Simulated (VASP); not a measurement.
# Pb (Fm-3m) in VASP: single point with r2SCAN

Aim: the single point of Pb with r2SCAN.

All numbers are computed with VASP 6.6.1; they aren't measurements. Logs are shortened: lines on timing, memory, paths and dates and some standing lists are left out, and cuts for length are marked.

### 1 The cell of the first run

Symmetry: Fm-3m, No. 225, cubic system. The conventional cell has a = 4.928 Å, b = 4.928 Å, c = 4.928 Å, α = 90.00°, β = 90.00°, γ = 90.00°. Pb (site symmetry m-3m) has 12 Pb at 3.48 Å within 4.6 Å.

### 2 Single point, r2SCAN

Input file POSCAR:

```
Pb
1.0
    0.0000000000      2.4638114579      2.4638114579
    2.4638114579      0.0000000000      2.4638114579
    2.4638114579      2.4638114579      0.0000000000
Pb
1
Direct
    0.0000000000      0.0000000000      0.0000000000
```

Input file INCAR.step1:

```
PREC     = Accurate       # precision mode
ENCUT    = 520            # plane-wave cutoff, eV
ISMEAR   = -1             # smearing method
SIGMA    = 0.1            # smearing width, eV
LREAL    = False          # projectors in reciprocal space
LASPH    = True           # aspherical terms in the spheres
NELM     = 100            # most SCF steps
NBANDS   = 13             # bands
GGA      = PE             # functional
ALGO     = Normal         # electronic algorithm
EDIFF    = 1E-4           # SCF threshold, eV
LWAVE    = True           # write WAVECAR
LCHARG   = False          # write CHGCAR
```

Input file INCAR.step2:

```
PREC     = Accurate       # precision mode
ENCUT    = 520            # plane-wave cutoff, eV
EDIFF    = 1E-6           # SCF threshold, eV
ISMEAR   = -1             # smearing method
SIGMA    = 0.1            # smearing width, eV
LREAL    = False          # projectors in reciprocal space
LASPH    = True           # aspherical terms in the spheres
NELM     = 100            # most SCF steps
ALGO     = Normal         # electronic algorithm
ISIF     = 2              # what is computed and relaxed
LWAVE    = False          # write WAVECAR
LCHARG   = False          # write CHGCAR
METAGGA  = R2SCAN         # meta-GGA
LMIXTAU  = True         
NBANDS   = 13             # bands
ISTART   = 1
```

Input file KPOINTS:

```
Automatic mesh
0
Gamma
  20 20 20
```

Potentials or basis: VASP PAW PBE potentials, release 64 (Pb_d).

Started as:

```
cat potpaw_PBE.64/Pb_d/POTCAR > POTCAR
cp INCAR.step1 INCAR
mpirun -np 1 vasp_std > vasp.out
cp INCAR.step2 INCAR
mpirun -np 1 vasp_std > vasp.out
```

OUTCAR:

```text
PREC = Accurate
   ENCUT = 520
   EDIFF = 1E-6
   ISMEAR = -1
   LREAL = False
   LASPH = True
   NELM = 100
   ISIF = 2
   METAGGA = R2SCAN
   ISTART = 1

 ion  position               nearest neighbor table
   1  0.000  0.000  0.000-

  LATTYP: Found a face centered cubic cell.
 ALAT       =     4.9276229158

  Lattice vectors:

 A1 = (   0.0000000000,   2.4638114579,   2.4638114579)
 A2 = (   2.4638114579,   0.0000000000,   2.4638114579)
 A3 = (   2.4638114579,   2.4638114579,   0.0000000000)

Analysis of symmetry for initial positions (statically):
=====================================================================
 Subroutine PRICEL returns:
 Original cell was already a primitive cell.

 Routine SETGRP: Setting up the symmetry group for a
 face centered cubic supercell.

 Subroutine GETGRP returns: Found 48 space group operations
 (whereof 48 operations were pure point group operations)
 out of a pool of 48 trial point group operations.

The static configuration has the point symmetry O_h .

Analysis of symmetry for dynamics (positions and initial velocities):
=====================================================================
 Subroutine PRICEL returns:
 Original cell was already a primitive cell.

 Routine SETGRP: Setting up the symmetry group for a
 face centered cubic supercell.

 Subroutine GETGRP returns: Found 48 space group operations
 (whereof 48 operations were pure point group operations)
 out of a pool of 48 trial point group operations.

The dynamic configuration has the point symmetry O_h .

 Subroutine INISYM returns: Found 48 space group operations
 (whereof 48 operations are pure point group operations),
 and found     1 'primitive' translations

----------------------------------------------------------------------------------------

                                     Primitive cell

  volume of cell :      29.9125

  direct lattice vectors                    reciprocal lattice vectors
     0.000000000  2.463811458  2.463811458    -0.202937606  0.202937606  0.202937606
     2.463811458  0.000000000  2.463811458     0.202937606 -0.202937606  0.202937606
     2.463811458  2.463811458  0.000000000     0.202937606  0.202937606 -0.202937606

  length of vectors
     3.484355579  3.484355579  3.484355579     0.351498245  0.351498245  0.351498245

  position of ions in fractional coordinates (direct lattice)
     0.000000000  0.000000000  0.000000000

  ion indices of the primitive-cell ions
   primitive index   ion index
                 1           1

----------------------------------------------------------------------------------------

 KPOINTS: Automatic mesh

Automatic generation of k-mesh.
 Grid dimensions read from file:
 generate k-points for:   20   20   20

 Generating k-lattice:

  Cartesian coordinates                     Fractional coordinates (reciprocal lattice)
    -0.010146880  0.010146880  0.010146880     0.050000000  0.000000000  0.000000000
     0.010146880 -0.010146880  0.010146880     0.000000000  0.050000000  0.000000000
     0.010146880  0.010146880 -0.010146880     0.000000000  0.000000000  0.050000000

  Length of vectors
     0.017574912  0.017574912  0.017574912

  Shift w.r.t. Gamma in fractional coordinates (k-lattice)
     0.000000000  0.000000000  0.000000000

 Subroutine IBZKPT returns following result:
 ===========================================

 Found    256 irreducible k-points:

 Following reciprocal coordinates:
            Coordinates               Weight
  0.000000  0.000000  0.000000      1.000000
  0.050000  0.000000  0.000000      8.000000
  0.100000  0.000000  0.000000      8.000000
  0.150000  0.000000  0.000000      8.000000
  0.200000  0.000000  0.000000      8.000000
  0.250000  0.000000  0.000000      8.000000
[... 16 lines left out ...]
 -0.400000  0.050000  0.000000     24.000000
 -0.350000  0.050000  0.000000     24.000000
 [... further k-points ...]
   k-points           NKPTS =    256   k-points in BZ     NKDIM =    256   number of bands    NBANDS=     13
   number of dos      NEDOS =    301   number of ions     NIONS =      1
   total plane-waves  NPLWV =  21952
   dimension x,y,z NGX =    28 NGY =   28 NGZ =   28
   dimension x,y,z NGXF=    56 NGYF=   56 NGZF=   56
   ions per type =               1
   NGX,Y,Z   is equivalent  to a cutoff of  13.36, 13.36, 13.36 a.u.
   NGXF,Y,Z  is equivalent  to a cutoff of  26.72, 26.72, 26.72 a.u.
 SYSTEM =  unknown system
   PREC   = accura    normal or accurate (medium, high low for compatibility)
   ISTART =      1    job   : 0-new  1-cont  2-samecut
   ICHARG =      0    charge: 1-file 2-atom 10-const
   ISPIN  =      1    spin polarized calculation?
   LNONCOLLINEAR =      F non collinear calculations
   LSORBIT =      F    spin-orbit coupling
   LASPH  =      T    aspherical Exc in radial PAW
   ENCUT  =  520.0 eV  38.22 Ry    6.18 a.u.   6.48  6.48  6.48*2*pi/ulx,y,z
   NELM   =    100;   NELMIN=  2; NELMDL=  0     # of ELM steps
   EDIFF  = 0.1E-05   stopping-criterion for ELM
   LREAL  =      F    real-space projection
   EDIFFG = 0.1E-04   stopping-criterion for IOM
   NSW    =      0    number of steps for IOM
   IBRION =     -1    ionic relax: 0-MD 1-quasi-New 2-CG
   NFREE  =      0    steps in history (QN), initial steepest desc. (CG)
   ISIF   =      2    stress and relaxation
   ISYM   =      2    0-nonsym 1-usesym 2-fastsym
   POTIM  = 0.5000    time-step for ionic-motion
   TEBEG  =    0.0;   TEEND  =   0.0 temperature during run
   PSTRESS=    0.0 pullay stress
   NELECT =      14.0000    total number of electrons
   NUPDOWN=      -1.0000    fix difference up-down
   EMIN   =  10.00;   EMAX   =-10.00  energy-range for DOS
   EFERMI =   0.00;   METHOD = LEGACY
   ISMEAR =    -1;   SIGMA  =   0.10  broadening in eV -4-tet -1-fermi 0-gaus
   EFERMI_NEDOS =   21; number of points for ismear=-14 and -15
   IALGO  =     38    algorithm
   IMIX   =      4    mixing-type and parameters
     AMIX     =   0.40;   BMIX     =  1.00
     AMIX_MAG =   1.60;   BMIX_MAG =  1.00
  volume/ion in A,a.u.               =      29.91       201.86
  Fermi-wavevector in a.u.,A,eV,Ry     =   1.271062  2.401959 21.981551  1.615598
  Thomas-Fermi vector in A             =   2.404015
   LORBIT       =      0    0 simple, 1 ext, 2 COOP (PROOUT), +10 PAW based schemes
   METAGGA = R2SCAN    functional components
   LHFCALC =     F    Hartree Fock is set to
   AEXX    =    0.0000 exact exchange contribution
   IVDW    =     0    specifies the selected vdW correction
   LEPSILON=     F    determine dielectric tensor
   LRPA    =     F    only Hartree local field effects (RPA)
 non-spin polarized calculation
  energy-cutoff  :      520.00
  volume of cell :       29.91
 maximum number of plane-waves:       836
 NGX is ok and might be reduce to    28
   NGX = 13   NGY = 13   NGZ = 13

 number of electron      13.9999999 magnetization

 Free energy of the ion-electron system (eV)
  ---------------------------------------------------
  ext. energy  EPLUGINS =         0.00000000
  ---------------------------------------------------
  free energy    TOTEN  =       -56.28080831 eV

  energy without entropy =      -56.26529354  energy(sigma->0) =      -56.27305092

 E-fermi :   7.4392     XC(G=0): -10.9989

 val. band max:        7.4144716634   @ k =   0.3500   0.1500   0.0500
 cond. band min:       7.4478136399   @ k =  -0.3000   0.3000   0.1000
 fundamental gap:      0.0333419764
 Fermi energy:         7.4392248294

 k-point     1 :       0.0000    0.0000    0.0000
  band No.  band energies     occupation
      1     -10.3567      2.00000
      2     -10.3567      2.00000
      3     -10.3567      2.00000
      4     -10.2027      2.00000
      5     -10.2027      2.00000
      6      -5.0164      2.00000
      7      15.2295      0.00000
      8      15.2295      0.00000
      9      15.2295      0.00000
     10      17.8021      0.00000
     11      19.8661      0.00000
     12      20.5871      0.00000
     13      20.5871      0.00000

 k-point     2 :       0.0500    0.0000    0.0000
  band No.  band energies     occupation
      1     -10.3568      2.00000
      2     -10.3526      2.00000
      3     -10.3526      2.00000
      4     -10.2031      2.00000
      5     -10.2031      2.00000
      6      -4.9651      2.00000
      7      14.5714      0.00000
      8      15.1627      0.00000
      9      15.1627      0.00000
     10      17.6495      0.00000
     11      20.1426      0.00000
     12      20.7042      0.00000
     13      20.7042      0.00000

 k-point     3 :       0.1000    0.0000    0.0000
  band No.  band energies     occupation
      1     -10.3574      2.00000
      2     -10.3415      2.00000
      3     -10.3415      2.00000
      4     -10.2031      2.00000
      5     -10.2031      2.00000
      6      -4.8111      2.00000
      7      13.1364      0.00000
      8      14.9795      0.00000
      9      14.9795      0.00000
     10      17.4374      0.00000
     11      20.6187      0.00000
     12      21.0306      0.00000
     13      21.0306      0.00000

 k-point     4 :       0.1500    0.0000    0.0000
  band No.  band energies     occupation
      1     -10.3592      2.00000
      2     -10.3280      2.00000
      3     -10.3280      2.00000
      4     -10.1993      2.00000
      5     -10.1993      2.00000
      6      -4.5540      2.00000
      7      11.4908      0.00000
      8      14.7184      0.00000
      9      14.7184      0.00000
     10      17.2568      0.00000
     11      21.0709      0.00000
     12      21.3866      0.00000
     13      21.4163      0.00000

 k-point     5 :       0.2000    0.0000    0.0000
  band No.  band energies     occupation
      1     -10.3626      2.00000
      2     -10.3187      2.00000
      3     -10.3187      2.00000
      4     -10.1865      2.00000
      5     -10.1865      2.00000
      6      -4.1946      2.00000
      7       9.8329      0.00000
      8      14.4200      0.00000
      9      14.4200      0.00000
     10      17.1174      0.00000
     11      20.4230      0.00000
     12      21.0031      0.00000
     13      21.0031      0.00000
[... 257 lines left out ...]
 k-point    22 :      -0.4500    0.0500    0.0000
  band No.  band energies     occupation
      1     -10.3882      2.00000
      2     -10.3453      2.00000
      3     -10.3385      2.00000
      4     -10.0592      2.00000
      5     -10.0576      2.00000
      6      -1.1916      2.00000
      7       3.1432      2.00000
      8      12.6959      0.00000
      9      13.2413      0.00000
     10      17.0601      0.00000
     11      17.9281      0.00000
     12      19.3922      0.00000
     13      19.9699      0.00000

 k-point    23 :      -0.4000    0.0500    0.0000
  band No.  band energies     occupation
      1     -10.3850      2.00000
      2     -10.3405      2.00000
      3     -10.3352      2.00000
      4     -10.0780      2.00000
      5     -10.0656      2.00000
      6      -1.6753      2.00000
      7       3.8800      2.00000
      8      12.6684      0.00000
      9      13.4632      0.00000
     10      17.1575      0.00000
     11      17.9724      0.00000
     12      19.3871      0.00000
     13      20.2167      0.00000

 k-point    24 :      -0.3500    0.0500    0.0000
  band No.  band energies     occupation
      1     -10.3800      2.00000
      2     -10.3329      2.00000
      3     -10.3288      2.00000
      4     -10.1059      2.00000
      5     -10.0836      2.00000
      6      -2.3081      2.00000
      7       4.9806      2.00000
      8      12.7230      0.00000
      9      13.7520      0.00000
     10      17.2329      0.00000
     11      18.1798      0.00000
     12      19.4796      0.00000
     13      20.5595      0.00000

 [... further k-points ...]

------------------------ aborting loop because EDIFF is reached ----------------------------------------

  FORCE on cell =-STRESS in cart. coord.  units (eV):
  Direction    XX          YY          ZZ          XY          YZ          ZX
  --------------------------------------------------------------------------------------
  -------------------------------------------------------------------------------------
  Total        0.3690954      0.3690954      0.3690954     -0.0000000     -0.0000000     -0.0000000
  in kB       19.7695526     19.7695526     19.7695526     -0.0000000     -0.0000000     -0.0000000
  external PRESSURE =      19.7695526 kB  Pullay stress =       0.0000000 kB

 VOLUME and BASIS-vectors are now :
 -----------------------------------------------------------------------------
  energy-cutoff  :      520.00
  volume of cell :       29.91
      direct lattice vectors                 reciprocal lattice vectors
     0.000000000  2.463811458  2.463811458    -0.202937606  0.202937606  0.202937606
     2.463811458  0.000000000  2.463811458     0.202937606 -0.202937606  0.202937606
     2.463811458  2.463811458  0.000000000     0.202937606  0.202937606 -0.202937606

 POSITION                                       TOTAL-FORCE (eV/Angst)
 -----------------------------------------------------------------------------------
      0.00000      0.00000      0.00000        -0.000000     -0.000000     -0.000000
 -----------------------------------------------------------------------------------
    total drift:                               -0.000000     -0.000000     -0.000000

  FREE ENERGIE OF THE ION-ELECTRON SYSTEM (eV)
  ---------------------------------------------------
  free  energy   TOTEN  =       -56.2808083089 eV

  energy  without entropy=      -56.2652935362  energy(sigma->0) =      -56.27305092
```

It took 3.1 min on 1 thread of Intel Xeon 6975P-C (Granite Rapids), shared host; peak memory 0.23 GiB.

What came out:

- Free energy: -56.2808 eV
- Pressure: 2.0 GPa
- Band gap on the k mesh: zero (band 7 reaches 15.23 eV, above the bottom of band 8 at 5.66 eV)

Caveat: the PAW data sets were made with another functional, which shifts forces and pressure a little; spin-orbit coupling is left out, which moves the levels of the heavy elements.
